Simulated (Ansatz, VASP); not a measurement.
# CuP: VASP beside Ansatz

Contents of INCAR:

```
SYSTEM = CuP
PREC = Accurate
ENCUT = 600
EDIFF = 1E-6
ISMEAR = 0
SIGMA = 0.1
LREAL = .False.
LASPH = .True.
NELM = 100
ALGO = Normal
ISIF = 3
LWAVE = .False.
LCHARG = .False.
GGA = PE
IBRION = 2
NSW = 100
EDIFFG = -0.01
```

Contents of KPOINTS:

```
Automatic mesh
0
Gamma
  18 18 18
  0 0 0
```

The input POSCAR:

```
CuP
1.0
    3.0206839980      0.0000000000      0.0000000000
    0.0000000000      3.0206839980      0.0000000000
    0.0000000000      0.0000000000      3.0206839980
Cu P
1 1
Direct
    0.0000000000      0.0000000000      0.0000000000
    0.5000000000      0.5000000000      0.5000000000
```

Input for Ansatz:

```yaml
crystal:
  lattice:
    - [3.020683998, 0.0, 0.0]
    - [0.0, 3.020683998, 0.0]
    - [0.0, 0.0, 3.020683998]
  atoms:
    - { symbol: Cu, position: [0.0, 0.0, 0.0] }
    - { symbol: P, position: [0.5, 0.5, 0.5] }
basis:
  ecutwfc: 420
kpoints:
  mp_grid: { grid: [18, 18, 18] }
hamiltonian:
  xc: pbe
scf:
  occupations: { method: gaussian, width: 0.1 }
output:
  forces: true
  stress: true
  eigenvalues: true
relax:
  adjacent_minimum: "off"
  f_tol: 0.01
  max_steps: 80
  cell: { stress_tol: 0.05 }
```

Alike in both runs: task relaxation of cell and atoms; functional PBE; k mesh 18 × 18 × 18; occupations gaussian, width 0.1 eV; no spin polarisation.

```csv
,VASP,Ansatz
version,VASP 6.6.1,Ansatz 0.2.0
potentials or method,"VASP PAW PBE potentials, release 64 (Cu, P), cutoff 600 eV","scalar-relativistic, plane waves, PAW"
valence electrons in the cell,16,24
```

|  | VASP | Ansatz | Ansatz less VASP |
| --- | --- | --- | --- |
| gap on the k mesh at the Fermi level, each at its own relaxed structure (eV) | none | none | - |
| relaxed volume (Å³/atom) | 13.75 | 13.72 | -0.030 |
| relaxed cell length with the largest relative difference (Å) | 3.018 | 3.016 | -0.0022 |

A gap of «none» marks a metal or a gap that the smearing closes. VASP's potentials hold 16 valence electrons a cell and Ansatz's 24, so a difference there can come from the potentials and not from the codes.
